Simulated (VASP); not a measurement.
**CsPbBr3: single point with r2SCAN**

CsPbBr3:

```
Cs Pb Br
1.0
     5.79505    0.00000    0.00000
     0.00000    5.79505    0.00000
     0.00000    0.00000    5.79505
Cs Pb Br
1 1 3
Direct
  0.00000 0.00000 0.00000
  0.50000 0.50000 0.50000
  0.00000 0.50000 0.50000
  0.50000 0.00000 0.50000
  0.50000 0.50000 0.00000
```

* Program: VASP 6.6.1
* Task: single point
* Functional: r2SCAN
* Potentials or basis: VASP PAW PBE potentials, release 64 (Cs_sv, Pb_d, Br)
* Cutoff: 520 eV
* k mesh: 4 × 4 × 4
* Occupations: gaussian, width 0.1 eV
* Spin: no spin polarisation

```yaml
Pressure: 2.0 GPa
Band_gap_on_the_k_mesh: 1.72 eV
```

Levels at points of the mesh, in eV from the valence-band top:
| k point | band 20 | band 21 | band 22 | band 23 | band 24 | band 25 |
| --- | --- | --- | --- | --- | --- | --- |
| (0.00, 0.00, 0.00) | -2.51 | -2.51 | -2.51 | 3.26 | 4.14 | 4.14 |
| (0.50, 0.00, 0.00) | -2.64 | -2.64 | -1.69 | 2.84 | 4.72 | 5.25 |
| (0.50, 0.50, 0.00) | -2.72 | -2.13 | -0.82 | 2.31 | 2.31 | 5.21 |
| (0.50, 0.50, 0.50) | -2.12 | -2.12 | 0.00 | 1.72 | 1.72 | 1.72 |

Run time: 2.2 min on 1 thread of Intel(R) Xeon(R) 6975P-C (Granite Rapids), with other jobs on the host, peak memory 0.39 GiB.

Caveat: the PAW data sets were made with another functional, which shifts forces and pressure a little; spin-orbit coupling is left out, which moves the levels of the heavy elements. A k mesh can miss the band edges.
